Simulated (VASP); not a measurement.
Wanted: the native input for a VASP 6.6.1 run.

```yaml
Task: single point
Functional: PBEsol
Potentials_or_basis: VASP PAW PBE potentials, release 64 (Cd, S)
Cutoff: 500 eV
k_mesh: 5 × 5 × 5
Occupations: gaussian, width 0.01 eV
Spin: no spin polarisation
Dipole_correction: no
Further_INCAR_settings: ALGO = Normal; EDIFF = 1e-06; NBANDS = 16
```

The structure of CdS lies in POSCAR:

```
CdS
1.0
    3.8936750000      0.0000000000      0.0000000000
    1.9468375000      3.3720214641      0.0000000000
    1.9468375000      1.1240071547      3.1791723247
Cd S
1 1
Direct
    0.0000000000      0.0000000000      0.0000000000
    0.5000000000      0.5000000000      0.5000000000
```

One way to write it, as run:

INCAR

```
ALGO = Normal
EDIFF = 1E-6
ENCUT = 500
GGA = PS
GGA_COMPAT = False
ISIF = 2
ISMEAR = 0
LASPH = True
LCHARG = True
LELF = True
LREAL = False
LVHAR = True
LWAVE = False
NBANDS = 16
NELM = 120
PREC = Accurate
SIGMA = 0.01
```

KPOINTS

```
k-points
0
Gamma
  5 5 5
```

Potentials or basis: VASP PAW PBE potentials, release 64 (Cd, S).

The run is started by

```console
$ cat potpaw_PBE.64/Cd/POTCAR potpaw_PBE.64/S/POTCAR > POTCAR
$ mpirun -np 1 vasp_std > vasp.out
```

It gave:

```yaml
Pressure: -3.9 GPa
Band_gap_on_the_k_mesh: 0.62 eV, indirect (least direct gap 1.40 eV)
```

Caveat: the PAW data sets were made with another functional, which shifts forces and pressure a little.

It took 13 s on 1 thread of Intel Xeon 8259CL (shared host), peak memory 0.15 GiB.
